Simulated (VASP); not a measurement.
# BaO (Fm-3m) in VASP: single point with PBEsol

Aim: the single point of BaO with PBEsol.

Program: VASP 6.6.1. These are calculated values, not measurements. Logs are shortened: lines on timing, memory, paths and dates and some standing lists are left out, and cuts for length are marked.

## Step 1: The cell of the first run

Symmetry: Fm-3m, No. 225, cubic system. Conventional cell: a = 5.435 Å, b = 5.435 Å, c = 5.435 Å, α = 90.00°, β = 90.00°, γ = 90.00°. Within 3.6 Å of Ba (site symmetry m-3m) lie 6 O at 2.72 Å. Within 3.6 Å of O (site symmetry m-3m) lie 6 Ba at 2.72 Å.

## Step 2: Single point, PBEsol

INCAR

```
SYSTEM = BaO
PREC = Accurate ; ENCUT = 600
EDIFF = 1E-6 ; ISMEAR = 0
SIGMA = 0.01 ; LREAL = .False.
LASPH = .True. ; NELM = 120
ALGO = Normal ; ISIF = 2
LWAVE = .False. ; LCHARG = .False.
GGA = PS ; NBANDS = 15
GGA_COMPAT = .False.
```

KPOINTS

```
Automatic mesh
0
Gamma
  4 4 4
  0 0 0
```

POSCAR

```
BaO
1.0
    0.0000000000      2.7174888418      2.7174888418
    2.7174888418      0.0000000000      2.7174888418
    2.7174888418      2.7174888418      0.0000000000
Ba O
1 1
Direct
    0.0000000000      0.0000000000      0.0000000000
    0.5000000000      0.5000000000      0.5000000000
```

Potentials or basis: VASP PAW PBE potentials, release 64 (Ba_sv, O).

Run with:

```
cat potpaw_PBE.64/Ba_sv/POTCAR potpaw_PBE.64/O/POTCAR > POTCAR
mpirun -np 1 vasp_std > vasp.out
```

OUTCAR:

```text
SYSTEM = BaO
   PREC = Accurate
   ENCUT = 600
   EDIFF = 1E-6
   ISMEAR = 0
   LREAL = .False.
   LASPH = .True.
   NELM = 120
   ISIF = 2
   GGA = PS

 ion  position               nearest neighbor table
   1  0.000  0.000  0.000-   2 2.72   2 2.72   2 2.72   2 2.72   2 2.72   2 2.72
   2  0.500  0.500  0.500-   1 2.72   1 2.72   1 2.72   1 2.72   1 2.72   1 2.72

  LATTYP: Found a face centered cubic cell.
 ALAT       =     5.4349776836

  Lattice vectors:

 A1 = (   0.0000000000,   2.7174888418,   2.7174888418)
 A2 = (   2.7174888418,   0.0000000000,   2.7174888418)
 A3 = (   2.7174888418,   2.7174888418,   0.0000000000)

Analysis of symmetry for initial positions (statically):
=====================================================================
 Subroutine PRICEL returns:
 Original cell was already a primitive cell.

 Routine SETGRP: Setting up the symmetry group for a
 face centered cubic supercell.

 Subroutine GETGRP returns: Found 48 space group operations
 (whereof 48 operations were pure point group operations)
 out of a pool of 48 trial point group operations.

The static configuration has the point symmetry O_h .

Analysis of symmetry for dynamics (positions and initial velocities):
=====================================================================
 Subroutine PRICEL returns:
 Original cell was already a primitive cell.

 Routine SETGRP: Setting up the symmetry group for a
 face centered cubic supercell.

 Subroutine GETGRP returns: Found 48 space group operations
 (whereof 48 operations were pure point group operations)
 out of a pool of 48 trial point group operations.

The dynamic configuration has the point symmetry O_h .

 Subroutine INISYM returns: Found 48 space group operations
 (whereof 48 operations are pure point group operations),
 and found     1 'primitive' translations

----------------------------------------------------------------------------------------

                                     Primitive cell

  volume of cell :      40.1359

  direct lattice vectors                    reciprocal lattice vectors
     0.000000000  2.717488842  2.717488842    -0.183993396  0.183993396  0.183993396
     2.717488842  0.000000000  2.717488842     0.183993396 -0.183993396  0.183993396
     2.717488842  2.717488842  0.000000000     0.183993396  0.183993396 -0.183993396

  length of vectors
     3.843109576  3.843109576  3.843109576     0.318685910  0.318685910  0.318685910

  position of ions in fractional coordinates (direct lattice)
     0.000000000  0.000000000  0.000000000
     0.500000000  0.500000000  0.500000000

  ion indices of the primitive-cell ions
   primitive index   ion index
                 1           1
                 2           2

----------------------------------------------------------------------------------------

 KPOINTS: Automatic mesh

Automatic generation of k-mesh.
 Grid dimensions read from file:
 generate k-points for:    4    4    4

 Generating k-lattice:

  Cartesian coordinates                     Fractional coordinates (reciprocal lattice)
    -0.045998349  0.045998349  0.045998349     0.250000000  0.000000000  0.000000000
     0.045998349 -0.045998349  0.045998349     0.000000000  0.250000000  0.000000000
     0.045998349  0.045998349 -0.045998349     0.000000000  0.000000000  0.250000000

  Length of vectors
     0.079671477  0.079671477  0.079671477

  Shift w.r.t. Gamma in fractional coordinates (k-lattice)
     0.000000000  0.000000000  0.000000000

 Subroutine IBZKPT returns following result:
 ===========================================

 Found      8 irreducible k-points:

 Following reciprocal coordinates:
            Coordinates               Weight
  0.000000  0.000000  0.000000      1.000000
  0.250000  0.000000  0.000000      8.000000
  0.500000  0.000000  0.000000      4.000000
  0.250000  0.250000  0.000000      6.000000
  0.500000  0.250000  0.000000     24.000000
 -0.250000  0.250000  0.000000     12.000000
  0.500000  0.500000  0.000000      3.000000
 -0.250000  0.500000  0.250000      6.000000
   k-points           NKPTS =      8   k-points in BZ     NKDIM =      8   number of bands    NBANDS=     15
   number of dos      NEDOS =    301   number of ions     NIONS =      2
   total plane-waves  NPLWV =  32768
   dimension x,y,z NGX =    32 NGY =   32 NGZ =   32
   dimension x,y,z NGXF=    64 NGYF=   64 NGZF=   64
   ions per type =               1   1
   NGX,Y,Z   is equivalent  to a cutoff of  13.84, 13.84, 13.84 a.u.
   NGXF,Y,Z  is equivalent  to a cutoff of  27.69, 27.69, 27.69 a.u.
 SYSTEM =  BaO
   PREC   = accura    normal or accurate (medium, high low for compatibility)
   ISTART =      0    job   : 0-new  1-cont  2-samecut
   ICHARG =      2    charge: 1-file 2-atom 10-const
   ISPIN  =      1    spin polarized calculation?
   LNONCOLLINEAR =      F non collinear calculations
   LSORBIT =      F    spin-orbit coupling
   LASPH  =      T    aspherical Exc in radial PAW
   ENCUT  =  600.0 eV  44.10 Ry    6.64 a.u.   7.68  7.68  7.68*2*pi/ulx,y,z
   NELM   =    120;   NELMIN=  2; NELMDL= -5     # of ELM steps
   EDIFF  = 0.1E-05   stopping-criterion for ELM
   LREAL  =      F    real-space projection
   EDIFFG = 0.1E-04   stopping-criterion for IOM
   NSW    =      0    number of steps for IOM
   IBRION =     -1    ionic relax: 0-MD 1-quasi-New 2-CG
   NFREE  =      0    steps in history (QN), initial steepest desc. (CG)
   ISIF   =      2    stress and relaxation
   ISYM   =      2    0-nonsym 1-usesym 2-fastsym
   POTIM  = 0.5000    time-step for ionic-motion
   TEBEG  =    0.0;   TEEND  =   0.0 temperature during run
   PSTRESS=    0.0 pullay stress
   NELECT =      16.0000    total number of electrons
   NUPDOWN=      -1.0000    fix difference up-down
   EMIN   =  10.00;   EMAX   =-10.00  energy-range for DOS
   EFERMI =   0.00;   METHOD = LEGACY
   ISMEAR =     0;   SIGMA  =   0.01  broadening in eV -4-tet -1-fermi 0-gaus
   EFERMI_NEDOS =   21; number of points for ismear=-14 and -15
   IALGO  =     38    algorithm
   IMIX   =      4    mixing-type and parameters
     AMIX     =   0.40;   BMIX     =  1.00
     AMIX_MAG =   1.60;   BMIX_MAG =  1.00
  volume/ion in A,a.u.               =      20.07       135.43
  Fermi-wavevector in a.u.,A,eV,Ry     =   1.204861  2.276858 19.751452  1.451691
  Thomas-Fermi vector in A             =   2.340574
   LORBIT       =      0    0 simple, 1 ext, 2 COOP (PROOUT), +10 PAW based schemes
   GGA     = PS    functional components
   LHFCALC =     F    Hartree Fock is set to
   AEXX    =    0.0000 exact exchange contribution
   IVDW    =     0    specifies the selected vdW correction
   LEPSILON=     F    determine dielectric tensor
   LRPA    =     F    only Hartree local field effects (RPA)
 non-spin polarized calculation
 Gauss-broadening in eV      SIGMA  =   0.01
  energy-cutoff  :      600.00
  volume of cell :       40.14
 maximum number of plane-waves:      1363
 NGX is ok and might be reduce to    32
   NGX = 15   NGY = 15   NGZ = 15

 number of electron      15.9999998 magnetization

 Free energy of the ion-electron system (eV)
  ---------------------------------------------------
  ext. energy  EPLUGINS =         0.00000000
  ---------------------------------------------------
  free energy    TOTEN  =       -12.36497891 eV

  energy without entropy =      -12.36497891  energy(sigma->0) =      -12.36497891

 E-fermi :   2.2420     XC(G=0): -10.1203

 val. band max:        2.1378381477   @ k =   0.5000   0.5000   0.0000
 cond. band min:       3.7749755716   @ k =   0.5000   0.5000   0.0000
 fundamental gap:      1.6371374239
 Fermi energy:         2.2420245883

 k-point     1 :       0.0000    0.0000    0.0000
  band No.  band energies     occupation
      1     -23.7523      2.00000
      2     -12.9729      2.00000
      3      -8.1171      2.00000
      4      -8.1171      2.00000
      5      -8.1171      2.00000
      6       1.6217      2.00000
      7       1.6217      2.00000
      8       1.6217      2.00000
      9       5.7286      0.00000
     10       6.7030      0.00000
     11       6.7030      0.00000
     12       6.7030      0.00000
     13       9.1397      0.00000
     14       9.1397      0.00000
     15      11.8971      0.00000

 k-point     2 :       0.2500    0.0000    0.0000
  band No.  band energies     occupation
      1     -23.5900      2.00000
      2     -13.4258      2.00000
      3      -8.2435      2.00000
      4      -8.1863      2.00000
      5      -8.1863      2.00000
      6       0.5795      2.00000
      7       0.9152      2.00000
      8       0.9152      2.00000
      9       6.4793      0.00000
     10       7.8668      0.00000
     11       7.8668      0.00000
     12       8.0675      0.00000
     13      10.6768      0.00000
     14      10.6768      0.00000
     15      15.1988      0.00000

 k-point     3 :       0.5000    0.0000    0.0000
  band No.  band energies     occupation
      1     -23.4167      2.00000
      2     -13.8815      2.00000
      3      -8.3508      2.00000
      4      -8.2516      2.00000
      5      -8.2516      2.00000
      6      -0.1678      2.00000
      7       0.3484      2.00000
      8       0.3484      2.00000
      9       7.0310      0.00000
     10       9.4247      0.00000
     11       9.4247      0.00000
     12      10.4307      0.00000
     13      13.0806      0.00000
     14      13.0806      0.00000
     15      15.6935      0.00000

 k-point     4 :       0.2500    0.2500    0.0000
  band No.  band energies     occupation
      1     -23.5413      2.00000
      2     -13.3391      2.00000
      3      -8.4841      2.00000
      4      -8.4841      2.00000
      5      -8.4369      2.00000
      6       0.5429      2.00000
      7       1.6545      2.00000
      8       1.6545      2.00000
      9       4.8451      0.00000
     10       7.4708      0.00000
     11       9.1297      0.00000
     12       9.1297      0.00000
     13      10.0148      0.00000
     14      11.2630      0.00000
     15      16.1622      0.00000

 k-point     5 :       0.5000    0.2500    0.0000
  band No.  band energies     occupation
      1     -23.3740      2.00000
      2     -13.5729      2.00000
      3      -9.1468      2.00000
      4      -8.5894      2.00000
      5      -8.5539      2.00000
      6       0.8992      2.00000
      7       1.1150      2.00000
      8       1.2389      2.00000
      9       5.5677      0.00000
     10       8.6033      0.00000
     11       9.8690      0.00000
     12      10.3641      0.00000
     13      12.2553      0.00000
     14      13.5720      0.00000
     15      15.1950      0.00000

 k-point     6 :      -0.2500    0.2500    0.0000
  band No.  band energies     occupation
      1     -23.4256      2.00000
      2     -13.6399      2.00000
      3      -8.9716      2.00000
      4      -8.3358      2.00000
      5      -8.2629      2.00000
      6       0.2272      2.00000
      7       0.4989      2.00000
      8       1.6452      2.00000
      9       6.7751      0.00000
     10       7.8927      0.00000
     11       8.8077      0.00000
     12       9.5501      0.00000
     13      12.0812      0.00000
     14      13.7101      0.00000
     15      15.0036      0.00000

 k-point     7 :       0.5000    0.5000    0.0000
  band No.  band energies     occupation
      1     -23.3297      2.00000
      2     -13.2194      2.00000
      3      -9.8978      2.00000
      4      -8.8228      2.00000
      5      -8.8228      2.00000
      6       1.8837      2.00000
      7       1.8837      2.00000
      8       2.1378      2.00000
      9       3.7750      0.00000
     10       8.2711      0.00000
     11      11.2703      0.00000
     12      11.6911      0.00000
     13      12.2521      0.00000
     14      12.2521      0.00000
     15      15.9503      0.00000

 k-point     8 :      -0.2500    0.5000    0.2500
  band No.  band energies     occupation
      1     -23.3220      2.00000
      2     -13.4586      2.00000
      3      -9.4024      2.00000
      4      -9.4024      2.00000
      5      -8.1828      2.00000
      6       0.5338      2.00000
      7       1.8809      2.00000
      8       1.8809      2.00000
      9       6.6229      0.00000
     10       6.6229      0.00000
     11       9.1822      0.00000
     12      12.2623      0.00000
     13      12.2787      0.00000
     14      14.3100      0.00000
     15      15.7585      0.00000

------------------------ aborting loop because EDIFF is reached ----------------------------------------

  FORCE on cell =-STRESS in cart. coord.  units (eV):
  Direction    XX          YY          ZZ          XY          YZ          ZX
  --------------------------------------------------------------------------------------
  -------------------------------------------------------------------------------------
  Total        1.1671391      1.1671391      1.1671391      0.0000000      0.0000000     -0.0000000
  in kB       46.5907707     46.5907707     46.5907707      0.0000000      0.0000000     -0.0000000
  external PRESSURE =      46.5907707 kB  Pullay stress =       0.0000000 kB

 VOLUME and BASIS-vectors are now :
 -----------------------------------------------------------------------------
  energy-cutoff  :      600.00
  volume of cell :       40.14
      direct lattice vectors                 reciprocal lattice vectors
     0.000000000  2.717488842  2.717488842    -0.183993396  0.183993396  0.183993396
     2.717488842  0.000000000  2.717488842     0.183993396 -0.183993396  0.183993396
     2.717488842  2.717488842  0.000000000     0.183993396  0.183993396 -0.183993396

 POSITION                                       TOTAL-FORCE (eV/Angst)
 -----------------------------------------------------------------------------------
      0.00000      0.00000      0.00000        -0.000000     -0.000000     -0.000000
      2.71749      2.71749      2.71749         0.000000      0.000000      0.000000
 -----------------------------------------------------------------------------------
    total drift:                                0.000000     -0.000000      0.000000

  FREE ENERGIE OF THE ION-ELECTRON SYSTEM (eV)
  ---------------------------------------------------
  free  energy   TOTEN  =       -12.3649789141 eV

  energy  without entropy=      -12.3649789141  energy(sigma->0) =      -12.36497891
```

It took 7.6 s on 1 thread of Intel Xeon Platinum 8259CL at 2.50GHz (Skylake/Cascade Lake), shared host; peak memory 0.17 GiB.

Results:

```yaml
Free_energy: -12.3650 eV
Pressure: 4.7 GPa
Band_gap_on_the_k_mesh: 1.64 eV
```

Levels at points of the mesh, in eV from the valence-band top:
```csv
k point,band 6,band 7,band 8,band 9,band 10,band 11
"(0.00, 0.00, 0.00)",-0.52,-0.52,-0.52,3.59,4.57,4.57
"(0.50, 0.00, 0.00)",-2.31,-1.79,-1.79,4.89,7.29,7.29
"(0.50, 0.50, 0.00)",-0.25,-0.25,0.00,1.64,6.13,9.13
```

Caveat: the k points lie up to 0.50 Å⁻¹ apart; the PAW data sets were made with another functional, which shifts forces and pressure a little; spin-orbit coupling is left out, which moves the levels of the heavy elements. A k mesh can miss the band edges.
